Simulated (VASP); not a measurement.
# MgO (Cm) in VASP: single point with LDA

Aim: the single point of MgO with LDA.

All numbers are computed with VASP 6.6.1; they aren't measurements. Logs are shortened: lines on timing, memory, paths and dates and some standing lists are left out, and cuts for length are marked.

### 1 The cell of the first run

The structure is monoclinic, space group Cm (No. 8). Conventional cell: a = 5.646 Å, b = 3.258 Å, c = 15.461 Å, α = 90.00°, β = 90.02°, γ = 90.00°. Within 2.6 Å of Mg (site symmetry m) lie 4 O at 1.97 Å. Mg (site symmetry m) has 4 O at 1.97 to 1.98 Å within 2.6 Å. Within 2.6 Å of Mg (site symmetry m) lie 4 O at 1.97 to 1.98 Å. Within 2.6 Å of Mg (site symmetry m) lie 4 O at 1.97 to 1.99 Å. Mg (site symmetry m) has 4 O at 1.97 to 1.99 Å within 2.6 Å. Mg (site symmetry m) has 4 O at 1.98 Å within 2.6 Å. Within 2.6 Å of O (site symmetry m) lie 4 Mg at 1.97 Å. O (site symmetry m) has 4 Mg at 1.97 Å within 2.6 Å.

### 2 Single point, LDA

Input file INCAR:

```
PREC = Accurate
ENCUT = 520
EDIFF = 1E-6
ISMEAR = 0
SIGMA = 0.01
LREAL = F
LASPH = T
NELM = 60
ALGO = Normal
ISIF = 2
LWAVE = F
LCHARG = F
GGA = CA
NBANDS = 36
```

Input file KPOINTS:

```
Automatic mesh
0
Gamma
  6 6 2
```

Input file POSCAR:

```
MgO
1.0
    2.8229590000     -1.6288670000      0.0000000000
    2.8229590000      1.6288670000      0.0000000000
   -0.0049380000      0.0000000000     15.4605420000
Mg O
6 6
Direct
    0.6669280000      0.6669280000      0.3520000000
    0.6665850000      0.6665850000      0.0207980000
    0.0000000000      0.0000000000      0.1862250000
    0.0011870000      0.0011870000      0.5178950000
    0.9988370000      0.9988370000      0.8525680000
    0.3332390000      0.3332390000      0.6861050000
    0.6667080000      0.6667080000      0.1483920000
    0.6677000000      0.6677000000      0.4795810000
    0.9997240000      0.9997240000      0.9815860000
    0.0001040000      0.0001040000      0.3140010000
    0.0000240000      0.0000240000      0.6468920000
    0.3322540000      0.3322540000      0.8139280000
```

Potentials or basis: VASP PAW LDA potentials, release 64 (Mg, O).

The run is started by

```bash
$ cat potpaw_LDA.64/Mg/POTCAR potpaw_LDA.64/O/POTCAR > POTCAR
$ mpirun -np 1 vasp_std > vasp.out
```

OUTCAR:

```text
PREC = Accurate
   ENCUT = 520
   EDIFF = 1E-6
   ISMEAR = 0
   LREAL = F
   LASPH = T
   NELM = 60
   ISIF = 2
   GGA = CA

 ion  position               nearest neighbor table
   1  0.667  0.667  0.352-  10 1.97  10 1.97  10 1.97   8 1.97   3 3.18   3 3.18   3 3.18   4 3.18
                             4 3.18   4 3.18
   2  0.667  0.667  0.021-   7 1.97   9 1.98   9 1.98   9 1.98   3 3.17   3 3.17   3 3.18   5 3.21
                             5 3.21   5 3.21
   3  0.000  0.000  0.186-   7 1.97   7 1.97   7 1.97  10 1.98   2 3.17   2 3.17   2 3.18   1 3.18
                             1 3.18   1 3.18
   4  0.001  0.001  0.518-   8 1.97   8 1.97   8 1.97  11 1.99   1 3.18   1 3.18   1 3.18   6 3.21
                             6 3.21   6 3.21
   5  0.999  0.999  0.853-  12 1.97  12 1.97  12 1.98   9 1.99   6 3.19   6 3.19   6 3.19   2 3.21
                             2 3.21   2 3.21
   6  0.333  0.333  0.686-  12 1.98  11 1.98  11 1.98  11 1.98   5 3.19   5 3.19   5 3.19   4 3.21
                             4 3.21   4 3.21
   7  0.667  0.667  0.148-   3 1.97   3 1.97   3 1.97   2 1.97
   8  0.668  0.668  0.480-   4 1.97   4 1.97   1 1.97   4 1.97
   9  1.000  1.000  0.982-   2 1.98   2 1.98   2 1.98   5 1.99
  10  0.000  0.000  0.314-   1 1.97   1 1.97   1 1.97   3 1.98
  11  0.000  0.000  0.647-   6 1.98   6 1.98   6 1.98   4 1.99
  12  0.332  0.332  0.814-   5 1.97   5 1.97   5 1.98   6 1.98

  LATTYP: Found a base centered monoclinic cell.
 ALAT       =     5.6459180000
 B/A-ratio  =     0.5770069633
 C/A-ratio  =     2.7383576574
 COS(beta)  =    -0.0003193937

  Lattice vectors:

 A1 = (   2.8229590000,  -1.6288670000,   0.0000000000)
 A2 = (   2.8229590000,   1.6288670000,   0.0000000000)
 A3 = (  -0.0049380000,   0.0000000000,  15.4605420000)

Analysis of symmetry for initial positions (statically):
=====================================================================
 Subroutine PRICEL returns:
 Original cell was already a primitive cell.

 Routine SETGRP: Setting up the symmetry group for a
 base centered monoclinic supercell.

 Subroutine GETGRP returns: Found  2 space group operations
 (whereof  2 operations were pure point group operations)
 out of a pool of  4 trial point group operations.

The static configuration has the point symmetry C_1h.

Analysis of symmetry for dynamics (positions and initial velocities):
=====================================================================
 Subroutine PRICEL returns:
 Original cell was already a primitive cell.

 Routine SETGRP: Setting up the symmetry group for a
 base centered monoclinic supercell.

 Subroutine GETGRP returns: Found  2 space group operations
 (whereof  2 operations were pure point group operations)
 out of a pool of  4 trial point group operations.

The dynamic configuration has the point symmetry C_1h.

 Subroutine INISYM returns: Found  2 space group operations
 (whereof  2 operations are pure point group operations),
 and found     1 'primitive' translations

----------------------------------------------------------------------------------------

                                     Primitive cell

  volume of cell :     142.1821

  direct lattice vectors                    reciprocal lattice vectors
     2.822959000 -1.628867000  0.000000000     0.177119115 -0.306961833  0.000056571
     2.822959000  1.628867000  0.000000000     0.177119115  0.306961833  0.000056571
    -0.004938000  0.000000000 15.460542000     0.000000000  0.000000000  0.064680785

  length of vectors
     3.259187816  3.259187816 15.460542789     0.354396319  0.354396319  0.064680785

  position of ions in fractional coordinates (direct lattice)
     0.666928000  0.666928000  0.352000000
     0.666585000  0.666585000  0.020798000
     0.000000000  0.000000000  0.186225000
     0.001187000  0.001187000  0.517895000
     0.998837000  0.998837000  0.852568000
     0.333239000  0.333239000  0.686105000
     0.666708000  0.666708000  0.148392000
     0.667700000  0.667700000  0.479581000
     0.999724000  0.999724000  0.981586000
     0.000104000  0.000104000  0.314001000
     0.000024000  0.000024000  0.646892000
     0.332254000  0.332254000  0.813928000

  ion indices of the primitive-cell ions
   primitive index   ion index
                 1           1
                 2           2
                 3           3
                 4           4
                 5           5
                 6           6
                 7           7
                 8           8
                 9           9
                10          10
                11          11
                12          12

----------------------------------------------------------------------------------------

 KPOINTS: Automatic mesh

Automatic generation of k-mesh.
 Grid dimensions read from file:
 generate k-points for:    6    6    2

 Generating k-lattice:

  Cartesian coordinates                     Fractional coordinates (reciprocal lattice)
     0.029519853 -0.051160305  0.000009428     0.166666667 -0.000000000  0.000000000
     0.029519853  0.051160305  0.000009428    -0.000000000  0.166666667  0.000000000
     0.000000000  0.000000000  0.032340393     0.000000000  0.000000000  0.500000000

  Length of vectors
     0.059066053  0.059066053  0.032340393

  Shift w.r.t. Gamma in fractional coordinates (k-lattice)
     0.000000000  0.000000000  0.000000000

 Subroutine IBZKPT returns following result:
 ===========================================

 Found     26 irreducible k-points:

 Following reciprocal coordinates:
            Coordinates               Weight
  0.000000  0.000000  0.000000      1.000000
  0.166667  0.000000  0.000000      4.000000
  0.333333  0.000000  0.000000      4.000000
  0.500000  0.000000  0.000000      2.000000
  0.166667  0.166667  0.000000      2.000000
  0.333333  0.166667  0.000000      4.000000
[... 16 lines left out ...]
  0.333333  0.333333  0.500000      2.000000
  0.500000  0.333333  0.500000      4.000000
 [... further k-points ...]
   k-points           NKPTS =     26   k-points in BZ     NKDIM =     26   number of bands    NBANDS=     36
   number of dos      NEDOS =    301   number of ions     NIONS =     12
   total plane-waves  NPLWV =  69120
   dimension x,y,z NGX =    24 NGY =   24 NGZ =  120
   dimension x,y,z NGXF=    48 NGYF=   48 NGZF=  240
   ions per type =               6   6
   NGX,Y,Z   is equivalent  to a cutoff of  12.24, 12.24, 12.90 a.u.
   NGXF,Y,Z  is equivalent  to a cutoff of  24.48, 24.48, 25.81 a.u.
 SYSTEM =  unknown system
   PREC   = accura    normal or accurate (medium, high low for compatibility)
   ISTART =      0    job   : 0-new  1-cont  2-samecut
   ICHARG =      2    charge: 1-file 2-atom 10-const
   ISPIN  =      1    spin polarized calculation?
   LNONCOLLINEAR =      F non collinear calculations
   LSORBIT =      F    spin-orbit coupling
   LASPH  =      T    aspherical Exc in radial PAW
   ENCUT  =  520.0 eV  38.22 Ry    6.18 a.u.   6.06  6.06 28.75*2*pi/ulx,y,z
   NELM   =     60;   NELMIN=  2; NELMDL= -5     # of ELM steps
   EDIFF  = 0.1E-05   stopping-criterion for ELM
   LREAL  =      F    real-space projection
   EDIFFG = 0.1E-04   stopping-criterion for IOM
   NSW    =      0    number of steps for IOM
   IBRION =     -1    ionic relax: 0-MD 1-quasi-New 2-CG
   NFREE  =      0    steps in history (QN), initial steepest desc. (CG)
   ISIF   =      2    stress and relaxation
   ISYM   =      2    0-nonsym 1-usesym 2-fastsym
   POTIM  = 0.5000    time-step for ionic-motion
   TEBEG  =    0.0;   TEEND  =   0.0 temperature during run
   PSTRESS=    0.0 pullay stress
   NELECT =      48.0000    total number of electrons
   NUPDOWN=      -1.0000    fix difference up-down
   EMIN   =  10.00;   EMAX   =-10.00  energy-range for DOS
   EFERMI =   0.00;   METHOD = LEGACY
   ISMEAR =     0;   SIGMA  =   0.01  broadening in eV -4-tet -1-fermi 0-gaus
   EFERMI_NEDOS =   21; number of points for ismear=-14 and -15
   IALGO  =     38    algorithm
   IMIX   =      4    mixing-type and parameters
     AMIX     =   0.40;   BMIX     =  1.00
     AMIX_MAG =   1.60;   BMIX_MAG =  1.00
  volume/ion in A,a.u.               =      11.85        79.96
  Fermi-wavevector in a.u.,A,eV,Ry     =   1.139918  2.154133 17.679588  1.299413
  Thomas-Fermi vector in A             =   2.276621
   LORBIT       =      0    0 simple, 1 ext, 2 COOP (PROOUT), +10 PAW based schemes
   GGA     = CA    functional components
   LHFCALC =     F    Hartree Fock is set to
   AEXX    =    0.0000 exact exchange contribution
   IVDW    =     0    specifies the selected vdW correction
   LEPSILON=     F    determine dielectric tensor
   LRPA    =     F    only Hartree local field effects (RPA)
 non-spin polarized calculation
 Gauss-broadening in eV      SIGMA  =   0.01
  energy-cutoff  :      520.00
  volume of cell :      142.18
 maximum number of plane-waves:      3876
   NGX = 13   NGY = 13   NGZ = 57

 number of electron      48.0000032 magnetization

 Free energy of the ion-electron system (eV)
  ---------------------------------------------------
  ext. energy  EPLUGINS =         0.00000000
  ---------------------------------------------------
  free energy    TOTEN  =       -78.53972238 eV

  energy without entropy =      -78.53972238  energy(sigma->0) =      -78.53972238

 E-fermi :   0.6570     XC(G=0): -10.2536

 val. band max:        0.6058083103   @ k =   0.0000   0.0000   0.0000
 cond. band min:       4.0913661872   @ k =   0.0000   0.0000   0.0000
 fundamental gap:      3.4855578769
 Fermi energy:         0.6569846182

 k-point     1 :       0.0000    0.0000    0.0000
  band No.  band energies     occupation
      1     -15.1904      2.00000
      2     -14.9890      2.00000
      3     -14.9589      2.00000
      4     -14.6209      2.00000
      5     -14.5813      2.00000
      6     -14.3697      2.00000
[... 28 lines left out ...]
     35      14.7754      0.00000
     36      14.8520      0.00000

 k-point     2 :       0.1667    0.0000    0.0000
  band No.  band energies     occupation
      1     -15.0477      2.00000
      2     -14.8616      2.00000
      3     -14.8307      2.00000
      4     -14.5380      2.00000
      5     -14.4965      2.00000
      6     -14.3084      2.00000
[... 28 lines left out ...]
     35      13.5375      0.00000
     36      13.6817      0.00000

 k-point     3 :       0.3333    0.0000    0.0000
  band No.  band energies     occupation
      1     -14.7256      2.00000
      2     -14.5827      2.00000
      3     -14.5464      2.00000
      4     -14.3801      2.00000
      5     -14.3321      2.00000
      6     -14.2032      2.00000
[... 28 lines left out ...]
     35      12.0257      0.00000
     36      12.3433      0.00000

 k-point     4 :       0.5000    0.0000    0.0000
  band No.  band energies     occupation
      1     -14.5250      2.00000
      2     -14.4249      2.00000
      3     -14.3734      2.00000
      4     -14.3169      2.00000
      5     -14.2634      2.00000
      6     -14.1784      2.00000
[... 28 lines left out ...]
     35      11.5058      0.00000
     36      11.6229      0.00000

 k-point     5 :       0.1667    0.1667    0.0000
  band No.  band energies     occupation
      1     -15.0478      2.00000
      2     -14.8617      2.00000
      3     -14.8308      2.00000
      4     -14.5382      2.00000
      5     -14.4968      2.00000
      6     -14.3087      2.00000
[... 655 lines left out ...]
 k-point    22 :      -0.1667    0.1667    0.5000
  band No.  band energies     occupation
      1     -14.8073      2.00000
      2     -14.7017      2.00000
      3     -14.5206      2.00000
      4     -14.5181      2.00000
      5     -14.3262      2.00000
      6     -14.2336      2.00000
[... 28 lines left out ...]
     35      12.2475      0.00000
     36      12.9354      0.00000

 k-point    23 :       0.3333    0.3333    0.5000
  band No.  band energies     occupation
      1     -14.7217      2.00000
      2     -14.6167      2.00000
      3     -14.4646      2.00000
      4     -14.4601      2.00000
      5     -14.3003      2.00000
      6     -14.2099      2.00000
[... 28 lines left out ...]
     35      12.0858      0.00000
     36      12.3069      0.00000

 k-point    24 :       0.5000    0.3333    0.5000
  band No.  band energies     occupation
      1     -14.5334      2.00000
      2     -14.4373      2.00000
      3     -14.3521      2.00000
      4     -14.3416      2.00000
      5     -14.2553      2.00000
      6     -14.1757      2.00000
[... 28 lines left out ...]
     35      11.6144      0.00000
     36      11.7492      0.00000

 [... further k-points ...]
[... 5 lines left out ...]
  --------------------------------------------------------------------------------------
  -------------------------------------------------------------------------------------
  Total       -4.4069433     -4.3679562     -3.9552943      0.0000000      0.0000000      0.0117705
  in kB      -49.6595914    -49.2202653    -44.5701896      0.0000000      0.0000000      0.1326361
  external PRESSURE =     -47.8166821 kB  Pullay stress =       0.0000000 kB

 VOLUME and BASIS-vectors are now :
 -----------------------------------------------------------------------------
  energy-cutoff  :      520.00
  volume of cell :      142.18
      direct lattice vectors                 reciprocal lattice vectors
     2.822959000 -1.628867000  0.000000000     0.177119115 -0.306961833  0.000056571
     2.822959000  1.628867000  0.000000000     0.177119115  0.306961833  0.000056571
    -0.004938000  0.000000000 15.460542000     0.000000000  0.000000000  0.064680785

 POSITION                                       TOTAL-FORCE (eV/Angst)
 -----------------------------------------------------------------------------------
      3.76368      0.00000      5.44211         0.001498      0.000000     -0.014135
      3.76338      0.00000      0.32155        -0.004477      0.000000     -0.003004
     -0.00092      0.00000      2.87914        -0.000483      0.000000      0.044328
      0.00414      0.00000      8.00694        -0.018070      0.000000      0.035807
      5.63514      0.00000     13.18116         0.015940      0.000000     -0.005714
      1.87805      0.00000     10.60756        -0.001084      0.000000      0.026448
      3.76345      0.00000      2.29422         0.000460      0.000000     -0.016889
      3.76741      0.00000      7.41458         0.005368      0.000000     -0.017356
      5.63951      0.00000     15.17585         0.000753      0.000000     -0.012276
     -0.00096      0.00000      4.85463         0.003256      0.000000     -0.019626
     -0.00306      0.00000     10.00130         0.000129      0.000000     -0.012363
      1.87186      0.00000     12.58377        -0.003290      0.000000     -0.005221
 -----------------------------------------------------------------------------------
    total drift:                                0.000131      0.000000     -0.000893

  FREE ENERGIE OF THE ION-ELECTRON SYSTEM (eV)
  ---------------------------------------------------
  free  energy   TOTEN  =       -78.5397223800 eV

  energy  without entropy=      -78.5397223800  energy(sigma->0) =      -78.53972238
```

Wall time 2.6 min (1 thread of Intel Xeon 8259CL, shared host); peak memory 0.26 GiB.

Results:

| Item | Value |
| --- | --- |
| Free energy | -78.5397 eV |
| Pressure | -4.8 GPa |
| Largest force | 0.044 eV/Å |
| Band gap on the k mesh | 3.49 eV |

Forces in eV/Å, atoms in the order of the input:
```
Mg   0.001  0.000 -0.014
Mg  -0.004  0.000 -0.003
Mg   0.000  0.000  0.044
Mg  -0.018  0.000  0.036
Mg   0.016  0.000 -0.006
Mg  -0.001  0.000  0.026
O    0.000  0.000 -0.017
O    0.005  0.000 -0.017
O    0.001  0.000 -0.012
O    0.003  0.000 -0.020
O    0.000  0.000 -0.012
O   -0.003  0.000 -0.005
```

Stress tensor (GPa, compression positive):
```
-4.97  0.00  0.01
 0.00 -4.92  0.00
 0.01  0.00 -4.46
```

Caveat: the cell stands under tension. A k mesh can miss the band edges.
